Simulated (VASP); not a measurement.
SnO2: single point with PBE

The system is SnO2.

```
CELL_PARAMETERS angstrom
4.82751 0.00000 0.00000
0.00000 4.82751 0.00000
0.00000 0.00000 3.23820
ATOMIC_POSITIONS crystal
Sn 0.00000 0.00000 0.00000
Sn 0.50000 0.50000 0.50000
O 0.30658 0.30658 0.00000
O 0.19342 0.80658 0.50000
O 0.69342 0.69342 0.00000
O 0.80658 0.19342 0.50000
```

```yaml
Program: VASP 6.6.1
Task: single point
Functional: PBE
Potentials_or_basis: VASP PAW PBE potentials, release 64 (Sn_d, O)
Cutoff: 600 eV
k_mesh: 8 × 8 × 12
Occupations: gaussian, width 0.01 eV
Spin: no spin polarisation
```

```json
{
 "Pressure": "0.4 GPa",
 "Largest force": "0.016 eV/Å",
 "Band gap on the k mesh": "0.67 eV"
}
```

Forces in eV/Å, atoms in the order of the input:
```
Sn   0.000  0.000  0.000
Sn   0.000  0.000  0.000
O   -0.011 -0.011  0.000
O    0.011 -0.011  0.000
O    0.011  0.011  0.000
O   -0.011  0.011  0.000
```

Stress tensor (GPa, compression positive):
```
0.34 0.00 0.00
0.00 0.34 0.00
0.00 0.00 0.61
```

Levels at points of the mesh, in eV from the valence-band top:
| k point | band 22 | band 23 | band 24 | band 25 | band 26 | band 27 | band 28 | band 29 | band 30 | band 31 |
| --- | --- | --- | --- | --- | --- | --- | --- | --- | --- | --- |
| (0.00, 0.00, 0.00) | -1.26 | -1.26 | -0.74 | -0.74 | 0.00 | 0.67 | 5.69 | 6.06 | 6.06 | 10.12 |
| (0.50, 0.00, 0.00) | -1.90 | -1.21 | -1.21 | -0.61 | -0.61 | 3.88 | 3.88 | 6.81 | 6.81 | 10.40 |
| (0.50, 0.50, 0.00) | -1.87 | -1.33 | -1.33 | -0.85 | -0.85 | 4.27 | 4.27 | 7.15 | 7.15 | 10.48 |
| (0.00, 0.00, 0.50) | -2.57 | -1.53 | -1.53 | -1.18 | -1.18 | 5.59 | 5.59 | 9.36 | 9.36 | 10.31 |
| (0.50, 0.00, 0.50) | -1.66 | -1.02 | -1.02 | -0.75 | -0.75 | 5.85 | 5.85 | 7.60 | 7.60 | 10.57 |
| (0.50, 0.50, 0.50) | -2.43 | -0.92 | -0.92 | -0.78 | -0.78 | 4.35 | 4.35 | 8.61 | 8.61 | 10.57 |

Run time: 2.8 min on 1 thread of Intel(R) Xeon(R) 6975P-C (Granite Rapids), with other jobs on the host, peak memory 0.38 GiB.

Caveat: spin-orbit coupling is left out, which moves the levels of the heavy elements. A k mesh can miss the band edges.
